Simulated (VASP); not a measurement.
**CaO: single point with BLYP+D3(BJ)**

CaO:

```
Ca O
1.0
     0.00000    2.40356    2.40356
     2.40356    0.00000    2.40356
     2.40356    2.40356    0.00000
Ca O
1 1
Direct
  0.00000 0.00000 0.00000
  0.50000 0.50000 0.50000
```

| Property | Result |
| --- | --- |
| Program | VASP 6.6.1 |
| Task | single point |
| Functional | BLYP |
| Dispersion | D3(BJ) |
| Potentials or basis | VASP PAW PBE potentials, release 64 (Ca_sv, O) |
| Cutoff | 520 eV |
| k mesh | 10 × 10 × 10 |
| Occupations | fermi-dirac, width 0.05 eV |
| Spin | no spin polarisation |

```
Pressure                   : -2.4 GPa
Band gap on the k mesh     : 3.73 eV, indirect (least direct gap 4.10 eV)
Dispersion energy per atom : -0.627 eV
```

Levels at points of the mesh, in eV from the valence-band top:
| k point | band 5 | band 6 | band 7 | band 8 | band 9 | band 10 | band 11 | band 12 |
| --- | --- | --- | --- | --- | --- | --- | --- | --- |
| (0.00, 0.00, 0.00) | -15.42 | 0.00 | 0.00 | 0.00 | 4.99 | 6.17 | 6.17 | 6.17 |
| (0.50, 0.00, 0.00) | -14.26 | -2.57 | -1.20 | -1.20 | 7.06 | 8.24 | 8.24 | 8.82 |
| (0.50, 0.50, 0.00) | -15.19 | -1.25 | -0.37 | -0.37 | 3.73 | 7.98 | 8.76 | 9.37 |

It took 24 s on 1 thread of Intel(R) Xeon(R) Platinum 8488C (Sapphire Rapids) (shared host), peak memory 0.17 GiB.

Caveat: three body term missing; the PAW data sets were made with another functional, which shifts forces and pressure a little. Expect the measured gap to be larger: semilocal functionals such as BLYP lack the derivative discontinuity.
